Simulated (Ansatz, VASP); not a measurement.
**Be5ZnTe6 in VASP and in Ansatz**

```
Be Zn Te
1.0
     4.05711    0.00000    0.00000
     0.00000    4.05711    0.00000
     0.00000    0.00000   17.32445
Be Zn Te
5 1 6
Direct
  0.00000 0.00000 0.82376
  0.00000 0.00000 0.17624
  0.50000 0.50000 0.33825
  0.00000 0.00000 0.50000
  0.50000 0.50000 0.66175
  0.50000 0.50000 0.00000
  0.50000 0.00000 0.09635
  0.00000 0.50000 0.25733
  0.50000 0.00000 0.41914
  0.00000 0.50000 0.58086
  0.50000 0.00000 0.74267
  0.00000 0.50000 0.90365
```

Alike in both runs: functional PBE; k mesh 8 × 8 × 2; occupations gaussian, width 0.02 eV; no spin polarisation.

Ansatz relaxed the structure, and its values are those at the end. VASP's run is a single point on that final structure, the one shown.

```csv
,VASP,Ansatz
version,VASP 6.6.1,Ansatz 0.2.0
potentials or method,"VASP PAW PBE potentials, release 64 (Be, Zn, Te), cutoff 520 eV","scalar-relativistic, plane waves, PAW"
valence electrons in the cell,58,118
```

```tsv
	VASP	Ansatz	Ansatz less VASP
gap on the k mesh at the Fermi level (eV)	1.92	1.93	+0.012
least direct gap on the mesh (eV)	1.92	1.93	+0.012
pressure (GPa)	0.2	0.0	-0.13
```

With one functional, cell and mesh, what is left measures potentials, basis and numerics. VASP's potentials hold 58 valence electrons a cell and Ansatz's 118, so a difference there can come from the potentials and not from the codes.

Spin-orbit coupling is off throughout.
